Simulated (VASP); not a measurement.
Wanted: the native input for a VASP 6.6.1 run.

- Task: single point
- Functional: PBE
- Potentials or basis: VASP PAW PBE potentials, release 64 (Ge_d, Pt)
- Cutoff: 520 eV
- k mesh: 5 × 8 × 5
- Occupations: fermi-dirac, width 0.1 eV
- Spin: no spin polarisation
- Dipole correction: no
- Further INCAR settings: ALGO = Normal; EDIFF = 1e-07; NBANDS = 58

The structure of GePt lies in POSCAR:

```
GePt
1.0
    5.8138392078      0.0000000000      0.0000000000
    0.0000000000      3.7655455695      0.0000000000
    0.0000000000      0.0000000000      6.1709696025
Ge Pt
4 4
Direct
    0.1866141352      0.2500000000      0.5889037048
    0.3133858648      0.7500000000      0.0889037048
    0.6866141352      0.2500000000      0.9110962952
    0.8133858648      0.7500000000      0.4110962952
    0.9978583761      0.2500000000      0.1925651702
    0.5021416239      0.7500000000      0.6925651702
    0.4978583761      0.2500000000      0.3074348298
    0.0021416239      0.7500000000      0.8074348298
```

The input as run:

INCAR

```
SYSTEM = GePt
PREC = Accurate ; ENCUT = 520
EDIFF = 1E-7 ; ISMEAR = -1
SIGMA = 0.1 ; LREAL = .False.
LASPH = .True. ; NELM = 60
ALGO = Normal ; ISIF = 2
LWAVE = .False. ; LCHARG = .False.
GGA = PE ; NBANDS = 58
```

KPOINTS

```
regular mesh
0
Gamma
  5 8 5
  0 0 0
```

Potentials or basis: VASP PAW PBE potentials, release 64 (Ge_d, Pt).

Command:

```sh
$ cat potpaw_PBE.64/Ge_d/POTCAR potpaw_PBE.64/Pt/POTCAR > POTCAR
$ mpirun -np 1 vasp_std > vasp.out
```

It gave:

```yaml
Pressure: 0.0 GPa
Band_gap_on_the_k_mesh: zero (band 48 reaches 9.93 eV, above the bottom of band 49 at 8.51 eV)
```

Caveat: spin-orbit coupling is left out, which moves the levels of the heavy elements.

It took 9.6 min on 1 thread of AMD EPYC 7R13, on a shared host, peak memory 0.39 GiB.
